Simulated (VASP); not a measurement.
# HgTe (I-4m2) in VASP: a series of runs

Runs on HgTe. Level: PBE. Tasks: electric field gradients.

Program: VASP 6.6.1. These are calculated values, not measurements. Logs are shortened: lines on timing, memory, paths and dates and some standing lists are left out, and cuts for length are marked.

### 1 The cell of the first run

The structure is tetragonal, space group I-4m2 (No. 119). The conventional cell has a = 4.559 Å, b = 4.559 Å, c = 6.383 Å, α = 90.00°, β = 90.00°, γ = 90.00°. Within 3.7 Å of Hg (site symmetry -4m2) lie 4 Te at 2.78 Å. Te (site symmetry -4m2) has 4 Hg at 2.78 Å within 3.7 Å.

### 2 Electric field gradients, PBE (zz strain of -1 %)

INCAR reads:

```
SYSTEM = HgTe
ALGO     = Normal         ! electronic algorithm
EDIFF    = 1E-8           ! SCF threshold, eV
ENCUT    = 520            ! plane-wave cutoff, eV
GGA      = PE             ! functional
ISIF     = 2              ! what is computed and relaxed
ISMEAR   = -1             ! smearing method
LASPH    = .TRUE.         ! aspherical terms in the spheres
LCHARG   = .FALSE.        ! write CHGCAR
LEFG     = .TRUE.       
LREAL    = .FALSE.        ! projectors in reciprocal space
LWAVE    = .FALSE.        ! write WAVECAR
NBANDS   = 16             ! bands
NELM     = 80             ! most SCF steps
PREC     = Accurate       ! precision mode
SIGMA    = 0.03           ! smearing width, eV
```

KPOINTS reads:

```
k-points
0
G
  11 11 11
  0 0 0
```

POSCAR reads:

```
HgTe
1.0
    0.0000000000      3.2235000000      3.1912650000
    3.2235000000      0.0000000000      3.1912650000
    3.2235000000      3.2235000000      0.0000000000
Hg Te
1 1
Direct
    0.0000000000      0.0000000000      0.0000000000
    0.7500000000      0.7500000000      0.7500000000
```

Potentials or basis: VASP PAW PBE potentials, release 64 (Hg, Te).

Launch:

```console
$ cat potpaw_PBE.64/Hg/POTCAR potpaw_PBE.64/Te/POTCAR > POTCAR
$ mpirun -np 1 vasp_std > vasp.out
```

OUTCAR:

```text
SYSTEM = HgTe
   EDIFF = 1E-8
   ENCUT = 520
   GGA = PE
   ISIF = 2
   ISMEAR = -1
   LASPH = .TRUE.
   LREAL = .FALSE.
   NELM = 80
   PREC = Accurate

 ion  position               nearest neighbor table
   1  0.000  0.000  0.000-   2 2.78   2 2.78   2 2.78   2 2.78
   2  0.750  0.750  0.750-   1 2.78   1 2.78   1 2.78   1 2.78

  LATTYP: Found a body centered tetragonal cell.
 ALAT       =     4.5587174183
 C/A-ratio  =     1.4000714267

  Lattice vectors:

 A1 = (   0.0000000000,  -3.2235000000,  -3.1912650000)
 A2 = (   0.0000000000,   3.2235000000,  -3.1912650000)
 A3 = (   3.2235000000,   0.0000000000,   3.1912650000)

Analysis of symmetry for initial positions (statically):
=====================================================================
 Subroutine PRICEL returns:
 Original cell was already a primitive cell.

 Routine SETGRP: Setting up the symmetry group for a
 body centered tetragonal supercell.

 Subroutine GETGRP returns: Found  8 space group operations
 (whereof  8 operations were pure point group operations)
 out of a pool of 16 trial point group operations.

The static configuration has the point symmetry D_2d.

Analysis of symmetry for dynamics (positions and initial velocities):
=====================================================================
 Subroutine PRICEL returns:
 Original cell was already a primitive cell.

 Routine SETGRP: Setting up the symmetry group for a
 body centered tetragonal supercell.

 Subroutine GETGRP returns: Found  8 space group operations
 (whereof  8 operations were pure point group operations)
 out of a pool of 16 trial point group operations.

The dynamic configuration has the point symmetry D_2d.

 Subroutine INISYM returns: Found  8 space group operations
 (whereof  8 operations are pure point group operations),
 and found     1 'primitive' translations

----------------------------------------------------------------------------------------

                                     Primitive cell

  volume of cell :      66.3206

  direct lattice vectors                    reciprocal lattice vectors
     0.000000000  3.223500000  3.191265000    -0.155110904  0.155110904  0.156677681
     3.223500000  0.000000000  3.191265000     0.155110904 -0.155110904  0.156677681
     3.223500000  3.223500000  0.000000000     0.155110904  0.155110904 -0.156677681

  length of vectors
     4.535981101  4.535981101  4.558717418     0.269567582  0.269567582  0.269567582

  position of ions in fractional coordinates (direct lattice)
     0.000000000  0.000000000  0.000000000
     0.750000000  0.750000000  0.750000000

  ion indices of the primitive-cell ions
   primitive index   ion index
                 1           1
                 2           2

----------------------------------------------------------------------------------------

 KPOINTS: k-points

Automatic generation of k-mesh.
 Grid dimensions read from file:
 generate k-points for:   11   11   11

 Generating k-lattice:

  Cartesian coordinates                     Fractional coordinates (reciprocal lattice)
    -0.014100991  0.014100991  0.014243426     0.090909091  0.000000000  0.000000000
     0.014100991 -0.014100991  0.014243426     0.000000000  0.090909091  0.000000000
     0.014100991  0.014100991 -0.014243426    -0.000000000 -0.000000000  0.090909091

  Length of vectors
     0.024506144  0.024506144  0.024506144

  Shift w.r.t. Gamma in fractional coordinates (k-lattice)
     0.000000000  0.000000000  0.000000000

 Subroutine IBZKPT returns following result:
 ===========================================

 Found    126 irreducible k-points:

 Following reciprocal coordinates:
            Coordinates               Weight
  0.000000  0.000000  0.000000      1.000000
  0.090909 -0.000000  0.000000      8.000000
  0.181818  0.000000  0.000000      8.000000
  0.272727  0.000000  0.000000      8.000000
  0.363636 -0.000000  0.000000      8.000000
  0.454545  0.000000  0.000000      8.000000
[... 16 lines left out ...]
 -0.272727  0.181818  0.000000      8.000000
 -0.181818  0.181818  0.000000      4.000000
 [... further k-points ...]
   k-points           NKPTS =    126   k-points in BZ     NKDIM =    126   number of bands    NBANDS=     16
   number of dos      NEDOS =    301   number of ions     NIONS =      2
   total plane-waves  NPLWV =  46656
   dimension x,y,z NGX =    36 NGY =   36 NGZ =   36
   dimension x,y,z NGXF=    72 NGYF=   72 NGZF=   72
   ions per type =               1   1
   NGX,Y,Z   is equivalent  to a cutoff of  13.19, 13.19, 13.13 a.u.
   NGXF,Y,Z  is equivalent  to a cutoff of  26.39, 26.39, 26.26 a.u.
 SYSTEM =  HgTe
   PREC   = accura    normal or accurate (medium, high low for compatibility)
   ISTART =      0    job   : 0-new  1-cont  2-samecut
   ICHARG =      2    charge: 1-file 2-atom 10-const
   ISPIN  =      1    spin polarized calculation?
   LNONCOLLINEAR =      F non collinear calculations
   LSORBIT =      F    spin-orbit coupling
   LASPH  =      T    aspherical Exc in radial PAW
   ENCUT  =  520.0 eV  38.22 Ry    6.18 a.u.   8.43  8.43  8.48*2*pi/ulx,y,z
   NELM   =     80;   NELMIN=  2; NELMDL= -5     # of ELM steps
   EDIFF  = 0.1E-07   stopping-criterion for ELM
   LREAL  =      F    real-space projection
   EDIFFG = 0.1E-06   stopping-criterion for IOM
   NSW    =      0    number of steps for IOM
   IBRION =     -1    ionic relax: 0-MD 1-quasi-New 2-CG
   NFREE  =      0    steps in history (QN), initial steepest desc. (CG)
   ISIF   =      2    stress and relaxation
   ISYM   =      2    0-nonsym 1-usesym 2-fastsym
   POTIM  = 0.5000    time-step for ionic-motion
   TEBEG  =    0.0;   TEEND  =   0.0 temperature during run
   PSTRESS=    0.0 pullay stress
   NELECT =      18.0000    total number of electrons
   NUPDOWN=      -1.0000    fix difference up-down
   EMIN   =  10.00;   EMAX   =-10.00  energy-range for DOS
   EFERMI =   0.00;   METHOD = LEGACY
   ISMEAR =    -1;   SIGMA  =   0.03  broadening in eV -4-tet -1-fermi 0-gaus
   EFERMI_NEDOS =   21; number of points for ismear=-14 and -15
   IALGO  =     38    algorithm
   IMIX   =      4    mixing-type and parameters
     AMIX     =   0.40;   BMIX     =  1.00
     AMIX_MAG =   1.60;   BMIX_MAG =  1.00
  volume/ion in A,a.u.               =      33.16       223.78
  Fermi-wavevector in a.u.,A,eV,Ry     =   1.059944  2.003004 15.285891  1.123481
  Thomas-Fermi vector in A             =   2.195307
   LORBIT       =      0    0 simple, 1 ext, 2 COOP (PROOUT), +10 PAW based schemes
   GGA     = PE    functional components
   LHFCALC =     F    Hartree Fock is set to
   AEXX    =    0.0000 exact exchange contribution
   IVDW    =     0    specifies the selected vdW correction
   LEPSILON=     F    determine dielectric tensor
   LRPA    =     F    only Hartree local field effects (RPA)
 non-spin polarized calculation
  energy-cutoff  :      520.00
  volume of cell :       66.32
 maximum number of plane-waves:      1814
 NGX is ok and might be reduce to    36
   NGX = 17   NGY = 17   NGZ = 17

 number of electron      17.9999999 magnetization

 Free energy of the ion-electron system (eV)
  ---------------------------------------------------
  ext. energy  EPLUGINS =         0.00000000
  ---------------------------------------------------
  free energy    TOTEN  =        -3.55354051 eV

  energy without entropy =       -3.55340822  energy(sigma->0) =       -3.55347437

 E-fermi :   3.3244     XC(G=0):  -8.8261

 val. band max:        3.3132500261   @ k =   0.0000   0.0000   0.0000
 cond. band min:       3.7999206586   @ k =   0.0909  -0.0000   0.0000
 fundamental gap:      0.4866706325
 Fermi energy:         3.3244296819

 k-point     1 :       0.0000    0.0000    0.0000
  band No.  band energies     occupation
      1      -8.8284      2.00000
      2      -4.1721      2.00000
      3      -4.1721      2.00000
      4      -4.1697      2.00000
      5      -3.6230      2.00000
      6      -3.6156      2.00000
[... 8 lines left out ...]
     15      12.8029      0.00000
     16      12.9297      0.00000
[... 419 lines left out ...]
 k-point    24 :      -0.1818    0.1818    0.0000
  band No.  band energies     occupation
      1      -8.4490      2.00000
      2      -4.0775      2.00000
      3      -4.0517      2.00000
      4      -3.9572      2.00000
      5      -3.6450      2.00000
      6      -3.5929      2.00000
[... 8 lines left out ...]
     15      12.4638      0.00000
     16      12.7824      0.00000

 [... further k-points ...]

------------------------ aborting loop because EDIFF is reached ----------------------------------------

  FORCE on cell =-STRESS in cart. coord.  units (eV):
  Direction    XX          YY          ZZ          XY          YZ          ZX
  --------------------------------------------------------------------------------------
  -------------------------------------------------------------------------------------
  Total        1.9317165      1.9317165      1.9776687      0.0000000      0.0000000      0.0000000
  in kB       46.6665558     46.6665558     47.7766746      0.0000000      0.0000000      0.0000000
  external PRESSURE =      47.0365954 kB  Pullay stress =       0.0000000 kB

 VOLUME and BASIS-vectors are now :
 -----------------------------------------------------------------------------
  energy-cutoff  :      520.00
  volume of cell :       66.32
      direct lattice vectors                 reciprocal lattice vectors
     0.000000000  3.223500000  3.191265000    -0.155110904  0.155110904  0.156677681
     3.223500000  0.000000000  3.191265000     0.155110904 -0.155110904  0.156677681
     3.223500000  3.223500000  0.000000000     0.155110904  0.155110904 -0.156677681

 POSITION                                       TOTAL-FORCE (eV/Angst)
 -----------------------------------------------------------------------------------
      0.00000      0.00000      0.00000         0.000000      0.000000     -0.000000
      4.83525      4.83525      4.78690        -0.000000     -0.000000      0.000000
 -----------------------------------------------------------------------------------
    total drift:                                0.000000      0.000000     -0.000000

  FREE ENERGIE OF THE ION-ELECTRON SYSTEM (eV)
  ---------------------------------------------------
  free  energy   TOTEN  =        -3.5535405111 eV

  energy  without entropy=       -3.5534082247  energy(sigma->0) =       -3.55347437

 Electric field gradients (V/A^2)
---------------------------------------------------------------------
 ion       V_xx      V_yy      V_zz      V_xy      V_xz      V_yz
---------------------------------------------------------------------
   1      -3.269    -3.269     6.538    -0.000    -0.000    -0.000
   2       2.468     2.468    -4.935    -0.000    -0.000    -0.000
---------------------------------------------------------------------

 Electric field gradients after diagonalization (V/A^2)
 (convention: |V_zz| > |V_xx| > |V_yy|)
----------------------------------------------------------------------
 ion       V_xx      V_yy      V_zz     asymmetry (V_yy - V_xx)/ V_zz
----------------------------------------------------------------------
   1      -3.269    -3.269     6.538       0.000
   2       2.468     2.468    -4.935       0.000
----------------------------------------------------------------------

           NMR quadrupolar parameters

 Cq : quadrupolar parameter    Cq=e*Q*V_zz/h
 eta: asymmetry parameters     (V_yy - V_xx)/ V_zz
 Q  : nuclear electric quadrupole moment in mb (millibarn)
----------------------------------------------------------------------
 ion       Cq(MHz)       eta       Q (mb)
----------------------------------------------------------------------
   1       0.016       0.000       1.000
   2      -0.012       0.000       1.000
----------------------------------------------------------------------
```

Run time: 4.2 min. Hardware: 1 thread of Intel Xeon 8259CL, shared host; peak memory 0.3 GiB.

What came out:

| Quantity | Value |
| --- | --- |
| Free energy | -3.5535 eV |
| Pressure | 4.7 GPa |
| Band gap on the k mesh | 0.03 eV |
| Largest electric field gradient by atom | Hg +6.5; Te -4.9 V/Å² |

Levels at points of the mesh, in eV from the valence-band top:
```csv
k point,band 7,band 8,band 9,band 10,band 11,band 12
"(0.00, 0.00, 0.00)",-0.67,0.00,0.00,0.03,4.21,4.21
```

Electric field gradients, principal values (V/Å²):
```
atom   least  middle  greatest (by size)
1 Hg  -3.269  -3.269               6.538
2 Te   2.468   2.468              -4.935
```

Caveat: the cell differs from its parent crystal (zz strain of -1 %); the cell stands under pressure; the smearing spreads over this small gap; without QUAD_EFG the Cq values of the log hold for a quadrupole moment of 1 mb, not for the nuclei; spin-orbit coupling is left out, which moves the levels of the heavy elements. A k mesh can miss the band edges.

### 3 Electric field gradients, PBE (zz strain of -1 %)

INCAR reads:

```
  ALGO = Normal
  EDIFF = 1E-8
  ENCUT = 520
  GGA = PE
  ISIF = 2
  ISMEAR = -1
  LASPH = True
  LCHARG = False
  LEFG = True
  LREAL = False
  LWAVE = False
  NBANDS = 16
  NELM = 80
  PREC = Accurate
  SIGMA = 0.03
```

KPOINTS reads:

```
k-points
0
Gamma
  11 11 11
```

POSCAR is that of step 2.

Potentials or basis: VASP PAW PBE potentials, release 64 (Hg, Te).

Launch:

```console
$ cat potpaw_PBE.64/Hg/POTCAR potpaw_PBE.64/Te/POTCAR > POTCAR
$ mpirun -np 1 vasp_std > vasp.out
```

OUTCAR:

```text
EDIFF = 1E-8
   ENCUT = 520
   GGA = PE
   ISIF = 2
   ISMEAR = -1
   LASPH = True
   LREAL = False
   NELM = 80
   PREC = Accurate

 ion  position               nearest neighbor table
   1  0.000  0.000  0.000-   2 2.78   2 2.78   2 2.78   2 2.78
   2  0.750  0.750  0.750-   1 2.78   1 2.78   1 2.78   1 2.78

  LATTYP: Found a body centered tetragonal cell.
 ALAT       =     4.5587174183
 C/A-ratio  =     1.4000714267

  Lattice vectors:

 A1 = (   0.0000000000,  -3.2235000000,  -3.1912650000)
 A2 = (   0.0000000000,   3.2235000000,  -3.1912650000)
 A3 = (   3.2235000000,   0.0000000000,   3.1912650000)

[... 667 lines left out ...]
  free  energy   TOTEN  =        -3.5535405111 eV

  energy  without entropy=       -3.5534082247  energy(sigma->0) =       -3.55347437

 Electric field gradients (V/A^2)
---------------------------------------------------------------------
 ion       V_xx      V_yy      V_zz      V_xy      V_xz      V_yz
---------------------------------------------------------------------
   1      -3.269    -3.269     6.538    -0.000    -0.000    -0.000
   2       2.468     2.468    -4.935    -0.000    -0.000    -0.000
---------------------------------------------------------------------

 Electric field gradients after diagonalization (V/A^2)
 (convention: |V_zz| > |V_xx| > |V_yy|)
----------------------------------------------------------------------
 ion       V_xx      V_yy      V_zz     asymmetry (V_yy - V_xx)/ V_zz
----------------------------------------------------------------------
   1      -3.269    -3.269     6.538       0.000
   2       2.468     2.468    -4.935       0.000
----------------------------------------------------------------------

           NMR quadrupolar parameters

 Cq : quadrupolar parameter    Cq=e*Q*V_zz/h
 eta: asymmetry parameters     (V_yy - V_xx)/ V_zz
 Q  : nuclear electric quadrupole moment in mb (millibarn)
----------------------------------------------------------------------
 ion       Cq(MHz)       eta       Q (mb)
----------------------------------------------------------------------
   1       0.016       0.000       1.000
   2      -0.012       0.000       1.000
----------------------------------------------------------------------
```

OSZICAR:

```text
N       E                     dE             d eps       ncg     rms          rms(c)
DAV:   1     0.105654108980E+03    0.10565E+03   -0.80592E+03  4048   0.976E+02
DAV:   2    -0.157339146865E+00   -0.10581E+03   -0.98926E+02  4768   0.229E+02
DAV:   3    -0.373562719209E+01   -0.35783E+01   -0.35702E+01  5024   0.437E+01
DAV:   4    -0.376860108822E+01   -0.32974E-01   -0.32972E-01  6000   0.381E+00
DAV:   5    -0.376870505919E+01   -0.10397E-03   -0.10397E-03  5296   0.188E-01    0.799E+00
DAV:   6    -0.356236604613E+01    0.20634E+00   -0.40224E-01  4792   0.868E+00    0.627E+00
DAV:   7    -0.355436034407E+01    0.80057E-02   -0.10312E-01  4632   0.222E+00    0.223E+00
DAV:   8    -0.355348579071E+01    0.87455E-03   -0.11441E-02  4600   0.124E+00    0.562E-01
DAV:   9    -0.355349850029E+01   -0.12710E-04   -0.74161E-04  5200   0.316E-01    0.137E-01
DAV:  10    -0.355352752785E+01   -0.29028E-04   -0.86379E-05  5136   0.815E-02    0.508E-02
DAV:  11    -0.355354309734E+01   -0.15569E-04   -0.38587E-05  4904   0.493E-02    0.434E-02
DAV:  12    -0.355354077786E+01    0.23195E-05   -0.46996E-06  4616   0.205E-02    0.211E-02
DAV:  13    -0.355354056112E+01    0.21675E-06   -0.76717E-07  5136   0.443E-03    0.699E-03
DAV:  14    -0.355354043514E+01    0.12598E-06   -0.33967E-07  4512   0.574E-03    0.471E-03
DAV:  15    -0.355354045136E+01   -0.16221E-07   -0.42860E-08  5304   0.158E-03    0.278E-03
DAV:  16    -0.355354051948E+01   -0.68121E-07   -0.61979E-09  3704   0.565E-04    0.450E-04
DAV:  17    -0.355354051110E+01    0.83776E-08   -0.16477E-09  2656   0.247E-04
   1 F= -.35535405E+01 E0= -.35534744E+01  d E =-.132286E-03
```

stdout:

```text
POSCAR found type information on POSCAR HgTe
 POSCAR found :  2 types and       2 ions
 scaLAPACK will be used
 LDA part: xc-table for (Slater+PW92), standard interpolation
 POSCAR, INCAR and KPOINTS ok, starting setup
 FFT: planning ... GRIDC
 FFT: planning ... GRID_SOFT
 FFT: planning ... GRID
 WAVECAR not read
 entering main loop
ion   1

ion   2
```

Run time: 4.3 min. Hardware: 1 thread of Intel Xeon 8259CL, shared host; peak memory 0.3 GiB.

Results:

| Property | Result |
| --- | --- |
| Free energy | -3.5535 eV |
| Pressure | 4.7 GPa |
| Band gap on the k mesh | 0.03 eV |
| Largest electric field gradient by atom | Hg +6.5; Te -4.9 V/Å² |

Stress tensor (GPa, compression positive):
```
4.67 0.00 0.00
0.00 4.67 0.00
0.00 0.00 4.78
```

Electric field gradients, principal values (V/Å²):
```tsv
atom	least	middle	greatest (by size)
1 Hg	-3.269	-3.269	6.538
2 Te	2.468	2.468	-4.935
```

Caveat: the cell differs from its parent crystal (zz strain of -1 %); the cell stands under pressure; the smearing spreads over this small gap; without QUAD_EFG the Cq values of the log hold for a quadrupole moment of 1 mb, not for the nuclei; spin-orbit coupling is left out, which moves the levels of the heavy elements. A k mesh can miss the band edges.

The gap in the log of VASP goes by the Fermi energy; the results here count the filled bands.